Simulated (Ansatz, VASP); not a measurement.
# One calculation of Mo4C3, two programs

```xyz
7
Lattice="0.0000 4.3951 4.3951 4.3951 0.0000 4.3951 4.3951 4.3951 0.0000" Properties=species:S:1:pos:R:3 pbc="T T T"
Mo    7.6833    7.6833    7.6833
Mo    5.5021    5.5021    7.6833
Mo    5.5021    7.6833    5.5021
Mo    7.6833    5.5021    5.5021
C     6.5927    6.5927    6.5927
C     4.3951    4.3951    4.3951
C     0.0000    0.0000    0.0000
```

Alike in both runs: functional PBE; k mesh 4 × 4 × 4; occupations gaussian, width 0.1 eV; no spin polarisation.

Ansatz relaxed the structure, and its values are those at the end. VASP's run is a single point on that final structure, the one shown.

|  | VASP | Ansatz |
| --- | --- | --- |
| version | VASP 6.6.1 | Ansatz 0.2.0 |
| potentials or method | VASP PAW PBE potentials, release 64 (Mo_sv, C), cutoff 520 eV | scalar-relativistic, plane waves, PAW |
| valence electrons in the cell | 68 | 68 |

|  | VASP | Ansatz | Ansatz less VASP |
| --- | --- | --- | --- |
| gap on the k mesh at the Fermi level (eV) | none | none | - |
| pressure (GPa) | 0.2 | 0.2 | -0.06 |

A gap of «none» marks a metal or a gap that the smearing closes. With one functional, cell and mesh, what is left measures potentials, basis and numerics.
